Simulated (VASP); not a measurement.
## CdH: relaxation of cell and atoms with PBE

Crystal: CdH.

```
CELL_PARAMETERS angstrom
0.00000 2.47693 2.47693
2.47693 0.00000 2.47693
2.47693 2.47693 0.00000
ATOMIC_POSITIONS crystal
Cd 0.00000 0.00000 0.00000
H 0.50000 0.50000 0.50000
```

```json
{"Program": "VASP 6.6.1", "Task": "relaxation of cell and atoms", "Functional": "PBE", "Potentials or basis": "VASP PAW PBE potentials, release 64 (Cd, H)", "Cutoff": "600 eV", "k mesh": "20 × 20 × 20", "Occupations": "gaussian, width 0.1 eV", "Spin": "no spin polarisation", "Dipole correction": "no", "Further INCAR settings": "ALGO = Normal; EDIFF = 1e-06; IBRION = 2; EDIFFG = -0.01; NSW = 100; ISIF = 3"}
```

```json
{
  "Relaxed volume": "14.05 Å³/atom",
  "Relaxed cell": "a = 3.413 Å, b = 3.413 Å, c = 3.413 Å, α = 60.00°, β = 60.00°, γ = 60.00°",
  "Space group after relaxing (to 0.05 Å)": "Fm-3m (No. 225)",
  "Energy gained by relaxing": "10.3 meV/atom",
  "Ionic steps": "4",
  "Pressure after relaxing": "0.0 GPa"
}
```

Step by step:
| step | energy change (eV) | largest force (eV/Å) | pressure (GPa) | volume (Å³) |
| --- | --- | --- | --- | --- |
| 1 | 0.0000 | 0.0000 | -2.66 | 30.39 |
| 2 | -0.0146 | 0.0000 | -1.56 | 29.30 |
| 3 | -0.0206 | 0.0000 | -0.18 | 28.24 |
| 4 | -0.0206 | 0.0000 | 0.04 | 28.11 |

Final structure:
```
CELL_PARAMETERS angstrom
0.00000 2.41327 2.41327
2.41327 0.00000 2.41327
2.41327 2.41327 0.00000
ATOMIC_POSITIONS crystal
Cd 0.00000 0.00000 0.00000
H 0.50000 0.50000 0.50000
```

Levels at points of the mesh, in eV from the Fermi level:
| k point | band 4 | band 5 | band 6 | band 7 | band 8 | band 9 |
| --- | --- | --- | --- | --- | --- | --- |
| (0.00, 0.00, 0.00) | -8.74 | -8.48 | -8.48 | 5.11 | 10.99 | 10.99 |
| (0.50, 0.00, 0.00) | -8.25 | -8.25 | -5.31 | -2.21 | 5.82 | 9.91 |
| (0.50, 0.50, 0.00) | -8.19 | -8.19 | -2.62 | -0.96 | 3.28 | 4.93 |

Run time: 4.2 min on 1 thread of Oxide Virtual Turin-like Processor, with other jobs on the host, peak memory 0.23 GiB.
